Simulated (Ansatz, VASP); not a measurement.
## Cs4In in VASP and in Ansatz

```xyz
5
Lattice="-3.8938 3.8938 3.8938 3.8938 -3.8938 3.8938 3.8938 3.8938 -3.8938" Properties=species:S:1:pos:R:3 pbc="T T T"
Cs    1.9469    1.9469    1.9469
Cs    1.9469    1.9469   -1.9469
Cs    1.9469   -1.9469    1.9469
Cs   -1.9469    1.9469    1.9469
In    0.0000    0.0000    0.0000
```

Alike in both runs: task single point; functional PBE; k mesh 4 × 4 × 4; occupations gaussian, width 0.1 eV; no spin polarisation.

```csv
,VASP,Ansatz
version,VASP 6.6.1,Ansatz 0.2.0
potentials or method,"VASP PAW PBE potentials, release 64 (Cs_sv, In_d), cutoff 520 eV","scalar-relativistic, plane waves, PAW"
valence electrons in the cell,49,49
```

```csv
,VASP,Ansatz,Ansatz less VASP
gap on the k mesh at the Fermi level (eV),none,none,-
pressure (GPa),6.2,6.1,-0.07
```

A gap of «none» marks a metal or a gap that the smearing closes. With one functional, cell and mesh, what is left measures potentials, basis and numerics.

Neither program's run includes spin-orbit coupling.
